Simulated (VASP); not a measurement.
K2S, 3 atoms in the cell. Symmetry: Fm-3m, No. 225, cubic system. Conventional cell: a = 7.547 Å, b = 7.547 Å, c = 7.547 Å, α = 90.00°, β = 90.00°, γ = 90.00°. K (site symmetry -43m) has 4 S at 3.27 Å and 6 K at 3.77 Å within 4.3 Å. Within 4.3 Å of S (site symmetry m-3m) lie 8 K at 3.27 Å. 

```yaml
Program: VASP 6.6.1
Task: single point
Functional: revPBE
Potentials_or_basis: VASP PAW PBE potentials, release 64 (K_sv, S)
Cutoff: 500 eV
k_mesh: 6 × 6 × 6
Occupations: gaussian, width 0.05 eV
Spin: no spin polarisation
Dipole_correction: no
Further_INCAR_settings: ALGO = Normal; EDIFF = 1e-06; NBANDS = 19
```

Potentials or basis: VASP PAW PBE potentials, release 64 (K_sv, S).

Command:

```bash
$ cat potpaw_PBE.64/K_sv/POTCAR potpaw_PBE.64/S/POTCAR > POTCAR
$ mpirun -np 1 vasp_std > vasp.out
```

Hardware: 1 thread of Intel Xeon 8259CL (shared host).

Question: How long does it take, and how much memory?

Answer: Wall time 62 s on 1 thread of Intel Xeon 8259CL, with other jobs on the host, peak memory 0.24 GiB. Counts: scf iterations 16, k points 16.
